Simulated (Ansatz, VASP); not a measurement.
# AlN: VASP beside Ansatz

```
Al N
1.0
     3.11300    0.00000    0.00000
    -1.55650    2.69594    0.00000
     0.00000    0.00000    4.98100
Al N
2 2
Direct
  0.66667 0.33333 0.50000
  0.33333 0.66667 0.00000
  0.66667 0.33333 0.88000
  0.33333 0.66667 0.38000
```

Alike in both runs: task single point; functional PBEsol; k mesh 8 × 8 × 5; occupations fermi-dirac, width 0.05 eV; no spin polarisation.

```csv
,VASP,Ansatz
version,VASP 6.6.1,Ansatz 0.2.0
potentials or method,"VASP PAW PBE potentials, release 64 (Al, N)",Ansatz PAW
plane-wave cutoff (eV),600,420
valence electrons in the cell,16,16
```

```tsv
	VASP	Ansatz	Ansatz less VASP
gap on the k mesh at the Fermi level (eV)	4.15	4.13	-0.016
least direct gap on the mesh (eV)	4.15	4.13	-0.016
pressure (GPa)	0.0	0.2	+0.20
traceless stress, the component that is largest in VASP (GPa)	1.00	0.97	-0.022
rms of the force components (eV/Å)	0.076	0.075	-0.0010
```

VASP's potentials were made for PBE, not for PBEsol. Atom by atom the forces differ by 0.001 eV/Å (rms over components). The functional is the same, so the differences come from potentials, cutoffs and numerics.

Noted on Ansatz's run: odd divisions of the mesh miss points on the zone boundary, where band edges often lie, so the gap on the mesh can be too wide.
